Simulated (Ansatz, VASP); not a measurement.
**KRu4O in VASP and in Ansatz**

```
K Ru O
1.0
     0.00000    3.68324    3.68324
     3.68324    0.00000    3.68324
     3.68324    3.68324    0.00000
K Ru O
1 4 1
Cartesian
  0.0000 0.0000 0.0000
  2.7716 2.7716 4.5949
  4.5949 4.5949 4.5949
  4.5949 2.7716 2.7716
  2.7716 4.5949 2.7716
  1.8416 1.8416 1.8416
```

Change from the starting cell: species swapped into the TmCdCu4 type (F-43m, No. 216).

Alike in both runs: functional PBE; k mesh 10 × 10 × 10; occupations gaussian, width 0.1 eV; no spin polarisation.

Ansatz relaxed the structure, and its values are those at the end. VASP's run is a single point on that final structure, the one shown.

|  | VASP | Ansatz |
| --- | --- | --- |
| version | VASP 6.6.1 | Ansatz 0.2.0 |
| potentials or method | VASP PAW PBE potentials, release 64 (K_sv, Ru_pv, O), cutoff 520 eV | scalar-relativistic, plane waves, PAW |
| valence electrons in the cell | 71 | 79 |

|  | VASP | Ansatz | Ansatz less VASP |
| --- | --- | --- | --- |
| gap on the k mesh at the Fermi level (eV) | none | none | - |
| pressure (GPa) | 0.1 | 0.0 | -0.13 |
| rms of the force components (eV/Å) | 0.004 | 0.001 | -0.0025 |

A gap of «none» marks a metal or a gap that the smearing closes. VASP's potentials hold 71 valence electrons a cell and Ansatz's 79, so a difference there can come from the potentials and not from the codes.
